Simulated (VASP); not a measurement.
Set up this calculation in VASP 6.6.1, as the native input.

```
Task                   : single point
Functional             : PBE
Potentials or basis    : VASP PAW PBE potentials, release 64 (Ca_sv, S)
Cutoff                 : 500 eV
k mesh                 : 8 × 8 × 8
Occupations            : gaussian, width 0.01 eV
Spin                   : no spin polarisation
Dipole correction      : no
Further INCAR settings : ALGO = Normal; EDIFF = 1e-06; NBANDS = 15
```

The structure of CaS lies in POSCAR:

```
CaS
1.0
    0.0000000000      2.8558081102      2.8558081102
    2.8558081102      0.0000000000      2.8558081102
    2.8558081102      2.8558081102      0.0000000000
Ca S
1 1
Direct
    0.0000000000      0.0000000000      0.0000000000
    0.5000000000      0.5000000000      0.5000000000
```

These files were run (other wordings do the same):

INCAR

```
PREC = Accurate
ENCUT = 500
EDIFF = 1E-6
ISMEAR = 0
SIGMA = 0.01
LREAL = False
LASPH = True
NELM = 120
ALGO = Normal
ISIF = 2
LWAVE = False
LCHARG = False
GGA = PE
NBANDS = 15
GGA_COMPAT = False
```

KPOINTS

```
Automatic mesh
0
Gamma
  8 8 8
```

Potentials or basis: VASP PAW PBE potentials, release 64 (Ca_sv, S).

Launch:

```console
$ cat potpaw_PBE.64/Ca_sv/POTCAR potpaw_PBE.64/S/POTCAR > POTCAR
$ mpirun -np 1 vasp_std > vasp.out
```

It gave:

| Quantity | Value |
| --- | --- |
| Pressure | 0.1 GPa |
| Band gap on the k mesh | 2.38 eV (least direct gap 3.18 eV) |

Run time: 8.6 s on 1 thread of Intel(R) Xeon(R) 6975P-C (Granite Rapids), with other jobs on the host, peak memory 0.17 GiB.
